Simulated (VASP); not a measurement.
# ZnS (F-43m) in VASP: further runs, part 2 of 2

VASP 6.6.1.

## (3) Vibrations by perturbation theory, PBEsol

This run uses another cell than the first one, of 19.21 Å³/atom.

File INCAR:

```
SYSTEM = ZnS
PREC     = Accurate       ! precision mode
ENCUT    = 520            ! plane-wave cutoff, eV
EDIFF    = 1E-8           ! SCF threshold, eV
ISMEAR   = 0              ! smearing method
SIGMA    = 0.01           ! smearing width, eV
LREAL    = .False.        ! projectors in reciprocal space
LASPH    = .True.         ! aspherical terms in the spheres
NELM     = 60             ! most SCF steps
ALGO     = Normal         ! electronic algorithm
ISIF     = 2              ! what is computed and relaxed
LWAVE    = .False.        ! write WAVECAR
LCHARG   = .False.        ! write CHGCAR
GGA      = PS             ! functional
IBRION   = 8              ! ionic algorithm
NSW      = 1              ! ionic steps
LEPSILON = .True.         ! dielectric tensor by DFPT
```

File KPOINTS:

```
regular mesh
0
Gamma
  10 10 10
  0 0 0
```

File POSCAR:

```
ZnS
1.0
    0.0000000000      2.6782590747      2.6782590747
    2.6782590747      0.0000000000      2.6782590747
    2.6782590747      2.6782590747      0.0000000000
Zn S
1 1
Direct
    0.0000000000      0.0000000000      0.0000000000
    0.7500000000      0.7500000000      0.7500000000
```

Potentials or basis: VASP PAW PBE potentials, release 64 (Zn, S).

Command:

```bash
> cat potpaw_PBE.64/Zn/POTCAR potpaw_PBE.64/S/POTCAR > POTCAR
> mpirun -np 1 vasp_std > vasp.out
```

OUTCAR:

```text
SYSTEM = ZnS
   PREC = Accurate
   ENCUT = 520
   EDIFF = 1E-8
   ISMEAR = 0
   LREAL = .False.
   LASPH = .True.
   NELM = 60
   ISIF = 2
   GGA = PS
   IBRION = 8
   NSW = 1
   LEPSILON = .True.

 ion  position               nearest neighbor table
   1  0.000  0.000  0.000-   2 2.32   2 2.32   2 2.32   2 2.32
   2  0.750  0.750  0.750-   1 2.32   1 2.32   1 2.32   1 2.32

  LATTYP: Found a face centered cubic cell.
 ALAT       =     5.3565181494

  Lattice vectors:

 A1 = (   0.0000000000,   2.6782590747,   2.6782590747)
 A2 = (   2.6782590747,   0.0000000000,   2.6782590747)
 A3 = (   2.6782590747,   2.6782590747,   0.0000000000)

Analysis of symmetry for initial positions (statically):
=====================================================================
 Subroutine PRICEL returns:
 Original cell was already a primitive cell.

 Routine SETGRP: Setting up the symmetry group for a
 face centered cubic supercell.

 Subroutine GETGRP returns: Found 24 space group operations
 (whereof 24 operations were pure point group operations)
 out of a pool of 48 trial point group operations.

The static configuration has the point symmetry T_d .

Analysis of symmetry for dynamics (positions and initial velocities):
=====================================================================
 Subroutine PRICEL returns:
 Original cell was already a primitive cell.

 Routine SETGRP: Setting up the symmetry group for a
 face centered cubic supercell.

 Subroutine GETGRP returns: Found 24 space group operations
 (whereof 24 operations were pure point group operations)
 out of a pool of 48 trial point group operations.

The dynamic configuration has the point symmetry T_d .

 Subroutine INISYM returns: Found 24 space group operations
 (whereof 24 operations are pure point group operations),
 and found     1 'primitive' translations

----------------------------------------------------------------------------------------

                                     Primitive cell

  volume of cell :      38.4227

  direct lattice vectors                    reciprocal lattice vectors
     0.000000000  2.678259075  2.678259075    -0.186688437  0.186688437  0.186688437
     2.678259075  0.000000000  2.678259075     0.186688437 -0.186688437  0.186688437
     2.678259075  2.678259075  0.000000000     0.186688437  0.186688437 -0.186688437

  length of vectors
     3.787630307  3.787630307  3.787630307     0.323353858  0.323353858  0.323353858

  position of ions in fractional coordinates (direct lattice)
     0.000000000  0.000000000  0.000000000
     0.750000000  0.750000000  0.750000000

[... 572 lines left out ...]
 -----------------------------------------------------------------------------
    -0.00038  0.66770  0.00000
     0.66770 -0.00038  0.00000
     0.00000  0.00000  0.00005

--------------------------------------- Ionic step        4  -------------------------------------------

------------------------ aborting loop because EDIFF is reached ----------------------------------------

[... ionic steps 5 to 6 ...]

--------------------------------------- Ionic step        7  -------------------------------------------

 Free energy of the ion-electron system (eV)
  ---------------------------------------------------
  ---------------------------------------------------
  free energy    TOTEN  =        -0.10482524 eV

  energy without entropy =       -0.10482524

------------------------ aborting loop because EDIFF is reached ----------------------------------------

 INTERNAL STRAIN TENSOR  FOR ION    2  DIRECTION 1   (eV/Angst):
 -----------------------------------------------------------------------------
    -0.01665  0.00000  0.00000
     0.00000  0.01652  5.96255
     0.00000  5.96255  0.01652

 MACROSCOPIC STATIC DIELECTRIC TENSOR (including local field effects in DFT)
 ------------------------------------------------------
           6.090228    -0.000000    -0.000000
          -0.000000     6.090228     0.000000
          -0.000000     0.000000     6.090228
 ------------------------------------------------------

 PIEZOELECTRIC TENSOR (including local field effects)  for field in x, y, z        (e  Angst)
          XX          YY          ZZ          XY          YZ          ZX
  --------------------------------------------------------------------------------
  x    -0.00000     0.00000     0.00000    -0.00000     1.61266    -0.00000
  y    -0.00000     0.00000    -0.00000     0.00000    -0.00000     1.61266
  z     0.00000    -0.00000     0.00000     1.61266     0.00000    -0.00000

 PIEZOELECTRIC TENSOR (including local field effects)  for field in x, y, z        (C/m^2)
          XX          YY          ZZ          XY          YZ          ZX
  --------------------------------------------------------------------------------
  x    -0.00000     0.00000     0.00000    -0.00000     0.67246    -0.00000
  y    -0.00000     0.00000    -0.00000     0.00000    -0.00000     0.67246
  z     0.00000    -0.00000     0.00000     0.67246     0.00000    -0.00000

 BORN EFFECTIVE CHARGES (including local field effects) (in |e|, cummulative output)
 ---------------------------------------------------------------------------------
 ion    1
    1     1.96278     0.00000     0.00000
    2     0.00000     1.96278     0.00000
    3    -0.00000    -0.00000     1.96278
 ion    2
    1    -1.96278     0.00000    -0.00000
    2    -0.00000    -1.96278    -0.00000
    3     0.00000     0.00000    -1.96278

 INTERNAL STRAIN TENSOR FOR ION    2 for displacements in x,y,z  (eV/Angst):
          X           Y           Z          XY          YZ          ZX
  --------------------------------------------------------------------------------
  x     0.00000    -0.00000    -0.00000     0.00000     5.96255     0.00000
  y    -0.00000     0.00000    -0.00000     0.00000     0.00000     5.96255
  z    -0.00000    -0.00000     0.00000     5.96255     0.00000     0.00000

 SECOND DERIVATIVES (NOT SYMMETRIZED)
 ------------------------------------
               1X          1Y          1Z          2X          2Y          2Z
  1X    -6.212263    0.000000    0.000000    6.212263    0.000000    0.000000
  1Y     0.000000   -6.212263    0.000000    0.000000    6.212263    0.000000
  1Z     0.000000    0.000000   -6.212263    0.000000    0.000000    6.212263
  2X     6.176572    0.000000    0.000000   -6.176572    0.000000    0.000000
  2Y     0.000000    6.176572    0.000000    0.000000   -6.176572    0.000000
  2Z     0.000000    0.000000    6.176572    0.000000    0.000000   -6.176572

 Eigenvectors and eigenvalues of the dynamical matrix
 ----------------------------------------------------

   1 f  =    8.384238 THz    52.679718 2PiTHz  279.668061 cm-1    34.674405 meV
             X         Y         Z           dx          dy          dz
      0.000000  0.000000  0.000000    -0.574721    0.000000    0.000000
      4.017389  4.017389  4.017389     0.818349    0.000000    0.000000
[... 21 lines left out ...]
   6 f/i=    0.011360 THz     0.071380 2PiTHz    0.378945 cm-1     0.046983 meV
             X         Y         Z           dx          dy          dz
      0.000000  0.000000  0.000000    -0.818349    0.000000    0.000000
      4.017389  4.017389  4.017389    -0.574721    0.000000    0.000000

--------------------------------------------------------------------------------------------------------

 MACROSCOPIC STATIC DIELECTRIC TENSOR IONIC CONTRIBUTION
 ------------------------------------------------------
           2.928987    -0.000000     0.000000
          -0.000000     2.928987    -0.000000
           0.000000    -0.000000     2.928987
 ------------------------------------------------------

 ELASTIC MODULI CONTR FROM IONIC RELAXATION (kBar)
 Direction    XX          YY          ZZ          XY          YZ          ZX
 --------------------------------------------------------------------------------
 XX          -0.0000      0.0000      0.0000     -0.0000     -0.0000     -0.0000
 YY           0.0000     -0.0000     -0.0000     -0.0000      0.0000      0.0000
 ZZ           0.0000     -0.0000     -0.0000      0.0000      0.0000     -0.0000
 XY          -0.0000     -0.0000      0.0000   -239.3066     -0.0000      0.0000
 YZ          -0.0000      0.0000      0.0000     -0.0000   -239.3066      0.0000
 ZX          -0.0000      0.0000     -0.0000      0.0000      0.0000   -239.3066
 --------------------------------------------------------------------------------

 PIEZOELECTRIC TENSOR IONIC CONTR  for field in x, y, z        (C/m^2)
          XX          YY          ZZ          XY          YZ          ZX
  --------------------------------------------------------------------------------
  x    -0.00000     0.00000     0.00000    -0.00000    -0.78779     0.00000
  y    -0.00000     0.00000    -0.00000     0.00000     0.00000    -0.78779
  z    -0.00000    -0.00000     0.00000    -0.78779    -0.00000     0.00000
```

It took 5.6 min on 1 thread of Intel Xeon Platinum 8559C (Emerald Rapids), shared host; peak memory 0.33 GiB.

What came out:

```
Electronic dielectric tensor (diagonal)                 : 6.09
Born charges (mean of the diagonal)                     : Zn +1.96; S -1.96 e
Highest phonon frequency at Γ, LO-TO splitting left out : 280 cm⁻¹
```

Phonon frequencies in cm⁻¹ (negative: imaginary):
| q point | frequencies |
| --- | --- |
| (0.000, 0.000, 0.000) | 0 0 0 280 280 280 |

Electronic dielectric tensor:
```
6.09 0.00 0.00
0.00 6.09 0.00
0.00 0.00 6.09
```

Born effective charge tensors (e):
atom 1, Zn
```
1.96 0.00 0.00
0.00 1.96 0.00
0.00 0.00 1.96
```
atom 2, S
```
-1.96  0.00  0.00
 0.00 -1.96  0.00
 0.00  0.00 -1.96
```

Caveat: the PAW data sets were made with another functional, which shifts forces and pressure a little.

## (4) Vibrations by perturbation theory, PBEsol (19.60 Å³/atom)

This run uses another cell than the first one, of 19.60 Å³/atom.

File INCAR:

```
SYSTEM = ZnS
PREC = Accurate
ENCUT = 520
EDIFF = 1E-8
ISMEAR = 0
SIGMA = 0.01
LREAL = .False.
LASPH = .True.
NELM = 80
ALGO = Normal
ISIF = 2
LWAVE = .False.
LCHARG = .False.
GGA = PS
IBRION = 8
NSW = 1
LEPSILON = .True.
```

KPOINTS is that of step 3.

File POSCAR:

```
ZnS
1.0
    0.0000000000      2.6959964067      2.6959964067
    2.6959964067      0.0000000000      2.6959964067
    2.6959964067      2.6959964067      0.0000000000
Zn S
1 1
Direct
    0.0000000000      0.0000000000      0.0000000000
    0.7500000000      0.7500000000      0.7500000000
```

Potentials or basis: VASP PAW PBE potentials, release 64 (Zn, S).

Command:

```bash
> cat potpaw_PBE.64/Zn/POTCAR potpaw_PBE.64/S/POTCAR > POTCAR
> mpirun -np 1 vasp_std > vasp.out
```

OUTCAR:

```text
SYSTEM = ZnS
   PREC = Accurate
   ENCUT = 520
   EDIFF = 1E-8
   ISMEAR = 0
   LREAL = .False.
   LASPH = .True.
   NELM = 80
   ISIF = 2
   GGA = PS
   IBRION = 8
   NSW = 1
   LEPSILON = .True.

 ion  position               nearest neighbor table
   1  0.000  0.000  0.000-   2 2.33   2 2.33   2 2.33   2 2.33
   2  0.750  0.750  0.750-   1 2.33   1 2.33   1 2.33   1 2.33

  LATTYP: Found a face centered cubic cell.
[... 713 lines left out ...]
      4.043995  4.043995  4.043995     0.000000   -0.818600    0.000000
[... 21 lines left out ...]
   6 f/i=    0.007429 THz     0.046676 2PiTHz    0.247798 cm-1     0.030723 meV
             X         Y         Z           dx          dy          dz
      0.000000  0.000000  0.000000     0.000000    0.000000    0.818600
      4.043995  4.043995  4.043995     0.000000    0.000000    0.574364

--------------------------------------------------------------------------------------------------------

 MACROSCOPIC STATIC DIELECTRIC TENSOR IONIC CONTRIBUTION
 ------------------------------------------------------
           3.173073    -0.000000    -0.000000
          -0.000000     3.173073    -0.000000
          -0.000000    -0.000000     3.173073
 ------------------------------------------------------

 ELASTIC MODULI CONTR FROM IONIC RELAXATION (kBar)
 Direction    XX          YY          ZZ          XY          YZ          ZX
 --------------------------------------------------------------------------------
 XX          -0.0000     -0.0000      0.0000     -0.0000      0.0000     -0.0000
 YY          -0.0000     -0.0000     -0.0000     -0.0000     -0.0000     -0.0000
 ZZ           0.0000     -0.0000     -0.0000      0.0000     -0.0000     -0.0000
 XY          -0.0000     -0.0000      0.0000   -193.7568      0.0000      0.0000
 YZ           0.0000     -0.0000     -0.0000      0.0000   -193.7568      0.0000
 ZX          -0.0000     -0.0000     -0.0000      0.0000      0.0000   -193.7568
 --------------------------------------------------------------------------------

 PIEZOELECTRIC TENSOR IONIC CONTR  for field in x, y, z        (C/m^2)
          XX          YY          ZZ          XY          YZ          ZX
  --------------------------------------------------------------------------------
  x     0.00000    -0.00000    -0.00000     0.00000    -0.73780     0.00000
  y    -0.00000    -0.00000    -0.00000     0.00000     0.00000    -0.73780
  z    -0.00000    -0.00000     0.00000    -0.73780     0.00000     0.00000
```

OSZICAR:

```text
N       E                     dE             d eps       ncg     rms          rms(c)
DAV:   1     0.883612392806E+02    0.88361E+02   -0.91975E+03  1222   0.167E+03
DAV:   2    -0.154757959315E+01   -0.89909E+02   -0.85302E+02  1317   0.280E+02
DAV:   3    -0.790590824382E+01   -0.63583E+01   -0.63201E+01  1512   0.750E+01
[... 179 lines left out ...]
RMM:  10    -0.104865712381E+00   -0.34882E-06   -0.11680E-07  7671   0.123E-04    0.859E-06
RMM:  11    -0.104865803643E+00   -0.91262E-07   -0.85334E-08  8197   0.794E-05    0.110E-05
RMM:  12    -0.104865784800E+00    0.18843E-07   -0.82628E-08  7508   0.591E-05    0.649E-07
RMM:  13    -0.104865784905E+00   -0.10543E-09   -0.10128E-07  5399   0.528E-05    0.465E-07
RMM:  14    -0.104865782612E+00    0.22931E-08   -0.97909E-08  4514   0.517E-05    0.475E-08
 Linear response finished
```

stdout:

```text
POSCAR found type information on POSCAR ZnS
 POSCAR found :  2 types and       2 ions
 scaLAPACK will be used
 -----------------------------------------------------------------------------
|                                                                             |
|                                                                             |
[... 39 lines left out ...]
 first order change of Fermi-energy   0.38715E+00
 force on displaced ion       1 direction 1 :  -5.770   0.000   0.000
 Born effective charge ion    1 direction 1 :   1.987   0.000   0.000
 Linear response progress:
 first order change of Fermi-energy  -0.38685E+00
 force on displaced ion       2 direction 1 :  -5.748   0.000   0.000
 Born effective charge ion    2 direction 1 :  -1.991   0.000   0.000
 Born effective charges drift removed
 Linear response finished
```

It took 5.5 min on 1 thread of Intel Xeon Platinum 8559C (Emerald Rapids), shared host; peak memory 0.35 GiB.

Results:

| Quantity | Value |
| --- | --- |
| Electronic dielectric tensor (diagonal) | 6.10 |
| Born charges (mean of the diagonal) | Zn +1.99; S -1.99 e |
| Highest phonon frequency at Γ, LO-TO splitting left out | 270 cm⁻¹ |

Phonon frequencies in cm⁻¹ (negative: imaginary):
```tsv
q point	frequencies
(0.000, 0.000, 0.000)	0 0 0 270 270 270
```

Electronic dielectric tensor:
```
6.10 0.00 0.00
0.00 6.10 0.00
0.00 0.00 6.10
```

Born effective charge tensors (e):
atom 1, Zn
```
1.99 0.00 0.00
0.00 1.99 0.00
0.00 0.00 1.99
```
atom 2, S
```
-1.99  0.00  0.00
 0.00 -1.99  0.00
 0.00  0.00 -1.99
```

Caveat: the cell stands under pressure or tension, which shifts response properties; the PAW data sets were made with another functional, which shifts forces and pressure a little.

## (5) Elastic constants, PBEsol

This run uses another cell than the first one, of 16.71 Å³/atom.

File INCAR:

```
  ALGO = Normal
  EDIFF = 1E-8
  ENCUT = 600
  GGA = PS
  IBRION = 6
  ISIF = 3
  ISMEAR = 0
  LASPH = T
  LCHARG = F
  LREAL = F
  LWAVE = F
  NELM = 60
  NFREE = 2
  NSW = 1
  POTIM = 0.015
  PREC = Accurate
  SIGMA = 0.01
```

File KPOINTS:

```
k-points
0
Gamma
  10 10 10
```

File POSCAR:

```
ZnS
1.0
    0.0000000000      2.5567047329      2.5567047329
    2.5567047329      0.0000000000      2.5567047329
    2.5567047329      2.5567047329      0.0000000000
Zn S
1 1
Direct
    0.0000000000      0.0000000000      0.0000000000
    0.7500000000      0.7500000000      0.7500000000
```

Command:

```bash
> cat potpaw_PBE.64/Zn/POTCAR potpaw_PBE.64/S/POTCAR > POTCAR
> mpirun -np 1 vasp_std > vasp.out
```

It took 10 min on 1 thread of Intel Xeon Platinum 8559C (Emerald Rapids), shared host; peak memory 0.38 GiB.

Results (log left out):

| Quantity | Value |
| --- | --- |
| Elastic constants C11, C12, C44 | 148, 116, 44 GPa |
| Voigt bulk modulus | 127 GPa |
| Highest phonon frequency at Γ, LO-TO splitting left out | 352 cm⁻¹ |

Phonon frequencies in cm⁻¹ (negative: imaginary):
| q point | frequencies |
| --- | --- |
| (0.000, 0.000, 0.000) | 0 0 0 352 352 352 |

Elastic tensor in Voigt notation (GPa, in the Cartesian axes of the cell as first typed):
```
148 116 116   0   0   0
116 148 116   0   0   0
116 116 148   0   0   0
  0   0   0  44   0   0
  0   0   0   0  44   0
  0   0   0   0   0  44
```

Clamped-ion elastic tensor (GPa):
```
148 116 116   0   0   0
116 148 116   0   0   0
116 116 148   0   0   0
  0   0   0 120   0   0
  0   0   0   0 120   0
  0   0   0   0   0 120
```

Caveat: the cell is under stress, which shifts elastic constants; the PAW data sets were made with another functional, which shifts forces and pressure a little.
